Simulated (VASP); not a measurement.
Set up this calculation in VASP 6.6.1, as the native input.

```
Task                   : single point
Functional             : LDA
Potentials or basis    : VASP PAW LDA potentials, release 64 (Sb)
Cutoff                 : 520 eV
k mesh                 : 14 × 14 × 5
Occupations            : fermi-dirac, width 0.05 eV
Spin                   : no spin polarisation
Dipole correction      : no
Further INCAR settings : ALGO = Normal; EDIFF = 1e-06; NBANDS = 14
```

The structure of Sb lies in POSCAR:

```
Sb
1.0
    0.0000000000      2.3430181388     -2.3430181388
   -2.3430181388      0.0000000000      2.3430181388
    4.6860362776      4.6860362776      4.6860362776
Sb
3
Direct
    0.0000000000      0.0000000000      0.0000000000
    0.3333333330      0.6666666670      0.3333333330
    0.6666666670      0.3333333330      0.6666666670
```

This isn't the form of Sb at room conditions, which is rhombohedral.

The input as run:

INCAR

```
PREC = Accurate
ENCUT = 520
EDIFF = 1E-6
ISMEAR = -1
SIGMA = 0.05
LREAL = False
LASPH = True
NELM = 80
ALGO = Normal
ISIF = 2
LWAVE = False
LCHARG = False
GGA = CA
NBANDS = 14
```

KPOINTS

```
regular mesh
0
Gamma
  14 14 5
```

Potentials or basis: VASP PAW LDA potentials, release 64 (Sb).

Launch:

```sh
$ cat potpaw_LDA.64/Sb/POTCAR > POTCAR
$ mpirun -np 1 vasp_std > vasp.out
```

Results of the run:

```json
{
  "Pressure": "0.1 GPa",
  "Band gap on the k mesh": "zero (an odd number of electrons rules out a gap without spin polarisation)"
}
```

Caveat: spin-orbit coupling is left out, which moves the levels of the heavy elements.

Run time: 65 s on 1 thread of Intel(R) Xeon(R) Platinum 8488C (Sapphire Rapids), on a shared host, peak memory 0.22 GiB.
